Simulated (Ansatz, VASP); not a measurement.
**InSb3 in VASP and in Ansatz**

Contents of INCAR:

```
SYSTEM = InSb3
PREC = Accurate
ENCUT = 500
EDIFF = 1E-6
ISMEAR = 0
SIGMA = 0.1
LREAL = .False.
LASPH = .True.
NELM = 120
ALGO = Normal
ISIF = 2
LWAVE = .False.
LCHARG = .False.
GGA = B5
ALDAX = 1.0
AGGAX = 1.0
AGGAC = 1.0
ALDAC = 0.0
NBANDS = 22
GGA_COMPAT = .False.
```

Contents of KPOINTS:

```
regular mesh
0
Gamma
  2 2 2
  0 0 0
```

POSCAR

```
InSb3
1.0
    0.0000000000      3.7945550000      3.7945550000
    3.7945550000      0.0000000000      3.7945550000
    3.7945550000      3.7945550000      0.0000000000
In Sb
1 3
Direct
    0.0000000000      0.0000000000      0.0000000000
    0.2500000000      0.2500000000      0.2500000000
    0.7500000000      0.7500000000      0.7500000000
    0.5000000000      0.5000000000      0.5000000000
```

Input for Ansatz:

```yaml
crystal:
  lattice:
    - [0.0, 3.794555, 3.794555]
    - [3.794555, 0.0, 3.794555]
    - [3.794555, 3.794555, 0.0]
  atoms:
    - { symbol: In, position: [0.0, 0.0, 0.0] }
    - { symbol: Sb, position: [0.25, 0.25, 0.25] }
    - { symbol: Sb, position: [0.75, 0.75, 0.75] }
    - { symbol: Sb, position: [0.5, 0.5, 0.5] }
basis:
  ecutwfc: 420
  xc_grid: 1
kpoints:
  mp_grid: { grid: [2, 2, 2] }
hamiltonian:
  xc: blyp
scf:
  occupations: { method: gaussian, width: 0.1 }
  mixing:
    algorithm: anderson
    ndim: 4
    preconditioner: kerker
    globalisation: backtrack
  initial_density: { chi_scale: 0, normalization: atom }
  max_iter: 53
output:
  forces: true
  stress: true
  eigenvalues: true
```

Alike in both runs: task single point; functional BLYP; k mesh 2 × 2 × 2; occupations gaussian, width 0.1 eV; no spin polarisation.

|  | VASP | Ansatz |
| --- | --- | --- |
| version | VASP 6.6.1 | Ansatz 0.2.0 |
| potentials or method | VASP PAW PBE potentials, release 64 (In_d, Sb), cutoff 500 eV | scalar-relativistic, plane waves, PAW |
| valence electrons in the cell | 28 | 58 |

```csv
,VASP,Ansatz,Ansatz less VASP
gap on the k mesh at the Fermi level (eV),none,none,-
pressure (GPa),6.0,5.8,-0.20
```

VASP's potentials were made for PBE, not for BLYP. A gap of «none» marks a metal or a gap that the smearing closes. VASP's potentials hold 28 valence electrons a cell and Ansatz's 58, so a difference there can come from the potentials and not from the codes.

The k mesh is coarse, so the values compare programs but aren't converged. Spin-orbit coupling is off throughout.
